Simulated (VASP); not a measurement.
Input of a VASP 6.6.1 run:

The input INCAR:

```
ALGO = Normal
EDIFF = 1E-6
ENCUT = 520
GGA = PE
ISIF = 2
ISMEAR = 0
LASPH = True
LCHARG = False
LREAL = False
LWAVE = False
NBANDS = 15
NELM = 100
PREC = Accurate
SIGMA = 0.15
```

The input KPOINTS:

```
k-points
0
Gamma
  18 18 18
```

Contents of POSCAR:

```
TaN
1.0
    0.0000000000      2.1245250000      2.2879500000
    2.1245250000      0.0000000000      2.2879500000
    2.1245250000      2.1245250000      0.0000000000
Ta N
1 1
Direct
    0.5000000000      0.5000000000      0.5000000000
    0.0000000000      0.0000000000      0.0000000000
```

Potentials or basis: VASP PAW PBE potentials, release 64 (Ta_pv, N).

Launch:

```bash
$ cat potpaw_PBE.64/Ta_pv/POTCAR potpaw_PBE.64/N/POTCAR > POTCAR
$ mpirun -np 1 vasp_std > vasp.out
```

**Question.** Predict the pressure.

**Answer.** 21.3 GPa.

**Question.** What does it give for the band gap on the k mesh?

**Answer.** Zero (bands 8 and 9 overlap by 3.87 eV).

Stress tensor (GPa, compression positive):
```
34.45  0.00  0.00
 0.00 34.45  0.00
 0.00  0.00 -4.97
```

Caveat: the cell differs from its parent crystal (strain -0.025 along x and y, +0.050 along z); the cell stands under pressure; spin-orbit coupling is left out, which moves the levels of the heavy elements.
